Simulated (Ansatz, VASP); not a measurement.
# B in VASP and in Ansatz

```
CELL_PARAMETERS angstrom
1.72451 0.00000 0.00000
-0.86226 1.49347 0.00000
0.00000 0.00000 21.31747
ATOMIC_POSITIONS crystal
B 0.00000 0.00000 0.00000
B 0.00000 0.00000 0.50000
B 0.33333 0.66667 0.25000
B 0.66667 0.33333 0.75000
```

Alike in both runs: functional RPBE; k mesh 17 × 17 × 5; occupations fermi-dirac, width 0.1 eV; no spin polarisation.

Ansatz relaxed the structure, and its values are those at the end. VASP's run is a single point on that final structure, the one shown.

|  | VASP | Ansatz |
| --- | --- | --- |
| version | VASP 6.6.1 | Ansatz 0.2.0 |
| potentials or method | VASP PAW PBE potentials, release 64 (B), cutoff 520 eV | plane waves (420 eV) with PAW, scalar-relativistic |
| valence electrons in the cell | 12 | 12 |

VASP gave:

| Item | Value |
| --- | --- |
| pressure (GPa) | -0.1 |

Which values does Ansatz return?

Pressure (GPa): 0.0.

VASP's potentials were made for PBE, not for RPBE.
